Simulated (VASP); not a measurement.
# Pd (I4_1/amd) in VASP: further runs, part 2 of 2

VASP 6.6.1. Earlier steps stand in the parts before.

### Step 4. Single point, PBE

This run uses another cell than the first one, of 10.99 Å³/atom.

The input, INCAR:

```
SYSTEM = Pd
PREC = Accurate
ENCUT = 520
EDIFF = 1E-7
ISMEAR = -1
SIGMA = 0.05
LREAL = .False.
LASPH = .True.
NELM = 100
ALGO = Normal
ISIF = 2
LWAVE = .False.
LCHARG = .False.
GGA = PE
NBANDS = 17
```

The input, KPOINTS:

```
Automatic mesh
0
Gamma
  16 16 16
  0 0 0
```

The input, POSCAR:

```
Pd
1.0
   -2.1708082487      2.1708082487      1.1656364151
    2.1708082487     -2.1708082487      1.1656364151
    2.1708082487      2.1708082487     -1.1656364151
Pd
2
Direct
   -0.3750000000     -0.1250000000     -0.2500000000
    0.3750000000      0.1250000000      0.2500000000
```

Potentials or basis: VASP PAW PBE potentials, release 64 (Pd).

On the command line:

```
$ cat potpaw_PBE.64/Pd/POTCAR > POTCAR
$ mpirun -np 1 vasp_std > vasp.out
```

OUTCAR:

```text
SYSTEM = Pd
   PREC = Accurate
   ENCUT = 520
   EDIFF = 1E-7
   ISMEAR = -1
   LREAL = .False.
   LASPH = .True.
   NELM = 100
   ISIF = 2
   GGA = PE

 ion  position               nearest neighbor table
   1  0.625  0.875  0.750-   2 2.25   2 2.25   2 2.25   2 2.25   2 2.79   2 2.79   2 2.79   2 2.79

   2  0.375  0.125  0.250-   1 2.25   1 2.25   1 2.25   1 2.25   1 2.79   1 2.79   1 2.79   1 2.79

  LATTYP: Found a body centered tetragonal cell.
 ALAT       =     4.3416164974
 C/A-ratio  =     0.5369596397

  Lattice vectors:

 A1 = (  -2.1708082487,   2.1708082487,   1.1656364151)
 A2 = (   2.1708082487,  -2.1708082487,   1.1656364151)
 A3 = (   2.1708082487,   2.1708082487,  -1.1656364151)

Analysis of symmetry for initial positions (statically):
=====================================================================
 Subroutine PRICEL returns:
 Original cell was already a primitive cell.

 Routine SETGRP: Setting up the symmetry group for a
 body centered tetragonal supercell.

 Subroutine GETGRP returns: Found 16 space group operations
 (whereof  4 operations were pure point group operations)
 out of a pool of 16 trial point group operations.

The static configuration has the point symmetry C_2h.
 The point group associated with its full space group is D_4h.

Analysis of symmetry for dynamics (positions and initial velocities):
=====================================================================
 Subroutine PRICEL returns:
 Original cell was already a primitive cell.

 Routine SETGRP: Setting up the symmetry group for a
 body centered tetragonal supercell.

 Subroutine GETGRP returns: Found 16 space group operations
 (whereof  4 operations were pure point group operations)
 out of a pool of 16 trial point group operations.

The dynamic configuration has the point symmetry C_2h.
 The point group associated with its full space group is D_4h.
[... 108 lines left out ...]
   TEBEG  =    0.0;   TEEND  =   0.0 temperature during run
   PSTRESS=    0.0 pullay stress
   NELECT =      20.0000    total number of electrons
   NUPDOWN=      -1.0000    fix difference up-down
   EMIN   =  10.00;   EMAX   =-10.00  energy-range for DOS
   EFERMI =   0.00;   METHOD = LEGACY
   ISMEAR =    -1;   SIGMA  =   0.05  broadening in eV -4-tet -1-fermi 0-gaus
   EFERMI_NEDOS =   21; number of points for ismear=-14 and -15
   IALGO  =     38    algorithm
   IMIX   =      4    mixing-type and parameters
     AMIX     =   0.40;   BMIX     =  1.00
     AMIX_MAG =   1.60;   BMIX_MAG =  1.00
  volume/ion in A,a.u.               =      10.99        74.14
  Fermi-wavevector in a.u.,A,eV,Ry     =   1.586583  2.998207 34.249210  2.517246
  Thomas-Fermi vector in A             =   2.685872
   LORBIT       =      0    0 simple, 1 ext, 2 COOP (PROOUT), +10 PAW based schemes
   GGA     = PE    functional components
[... 5 lines left out ...]
 non-spin polarized calculation
  energy-cutoff  :      520.00
  volume of cell :       21.97
 maximum number of plane-waves:       608
   NGX = 13   NGY = 13   NGZ = 13

 number of electron      20.0000001 magnetization

 Free energy of the ion-electron system (eV)
  ---------------------------------------------------
  ext. energy  EPLUGINS =         0.00000000
  ---------------------------------------------------
  free energy    TOTEN  =        -5.46757311 eV

  energy without entropy =       -5.45538038  energy(sigma->0) =       -5.46147675

 E-fermi :  16.0479     XC(G=0): -15.0213

 val. band max:       16.0463406222   @ k =   0.2500   0.2500   0.2500
 cond. band min:      16.0498721691   @ k =  -0.1875   0.3125   0.0625
 fundamental gap:      0.0035315469
 Fermi energy:        16.0479219109

 k-point     1 :       0.0000    0.0000    0.0000
  band No.  band energies     occupation
      1       6.2165      2.00000
      2       6.6664      2.00000
      3       8.0173      2.00000
      4       8.9569      2.00000
      5       9.4126      2.00000
      6      13.8894      2.00000
[... 457 lines left out ...]
      4       8.9335      2.00000
      5       9.3893      2.00000
      6      13.8858      2.00000
[... 9 lines left out ...]
     16      35.3321      0.00000
     17      36.4200      0.00000

 [... further k-points ...]

------------------------ aborting loop because EDIFF is reached ----------------------------------------

  FORCE on cell =-STRESS in cart. coord.  units (eV):
  Direction    XX          YY          ZZ          XY          YZ          ZX
  --------------------------------------------------------------------------------------
  -------------------------------------------------------------------------------------
  Total       24.7021217     24.7021217     25.0169386      0.0000000      0.0000000     -0.0000000
  in kB     1801.2699992   1801.2699992   1824.2263351      0.0000000      0.0000000     -0.0000000
  external PRESSURE =    1808.9221111 kB  Pullay stress =       0.0000000 kB

 VOLUME and BASIS-vectors are now :
 -----------------------------------------------------------------------------
  energy-cutoff  :      520.00
  volume of cell :       21.97
      direct lattice vectors                 reciprocal lattice vectors
    -2.170808249  2.170808249  1.165636415     0.000000000  0.230328957  0.428950223
     2.170808249 -2.170808249  1.165636415     0.230328957  0.000000000  0.428950223
     2.170808249  2.170808249 -1.165636415     0.230328957  0.230328957  0.000000000

 POSITION                                       TOTAL-FORCE (eV/Angst)
 -----------------------------------------------------------------------------------
      2.17081      1.08540      0.87423        -0.000000     -0.000000     -0.000000
      0.00000      1.08540      0.29141         0.000000      0.000000      0.000000
 -----------------------------------------------------------------------------------
    total drift:                               -0.000000      0.000000      0.000000

  FREE ENERGIE OF THE ION-ELECTRON SYSTEM (eV)
  ---------------------------------------------------
  free  energy   TOTEN  =        -5.4675731130 eV

  energy  without entropy=       -5.4553803813  energy(sigma->0) =       -5.46147675
```

OSZICAR:

```text
N       E                     dE             d eps       ncg     rms          rms(c)
DAV:   1     0.119102121505E+03    0.11910E+03   -0.10757E+04 11882   0.121E+03
DAV:   2    -0.404526036723E+01   -0.12315E+03   -0.11695E+03 12594   0.277E+02
DAV:   3    -0.599558992716E+01   -0.19503E+01   -0.19432E+01 14737   0.389E+01
DAV:   4    -0.600705322437E+01   -0.11463E-01   -0.11462E-01 14549   0.281E+00
DAV:   5    -0.600719740533E+01   -0.14418E-03   -0.14418E-03 14706   0.321E-01    0.288E+01
DAV:   6    -0.560253586058E+01    0.40466E+00   -0.29323E-01 14181   0.589E+00    0.163E+01
DAV:   7    -0.547374147755E+01    0.12879E+00   -0.67505E-02 16568   0.278E+00    0.240E+00
DAV:   8    -0.546756098026E+01    0.61805E-02   -0.16951E-02 13507   0.133E+00    0.143E-01
DAV:   9    -0.546755865814E+01    0.23221E-05   -0.13234E-04 15010   0.104E-01    0.250E-02
DAV:  10    -0.546757251548E+01   -0.13857E-04   -0.75793E-06 16222   0.191E-02    0.813E-03
DAV:  11    -0.546757311225E+01   -0.59677E-06   -0.32702E-07 14258   0.583E-03    0.136E-03
DAV:  12    -0.546757311298E+01   -0.72600E-09   -0.24858E-08  7492   0.114E-03
   1 F= -.54675731E+01 E0= -.54614767E+01  d E =-.121927E-01
```

Run time: 92 s. Hardware: 1 thread of AMD EPYC 7R43 (Zen 3), shared host; peak memory 0.19 GiB.

What came out:

```yaml
Free_energy: -5.4676 eV
Pressure: 180.9 GPa
Band_gap_on_the_k_mesh: zero (bands 10 and 11 overlap by 2.39 eV)
```

Caveat: the cell stands under pressure.
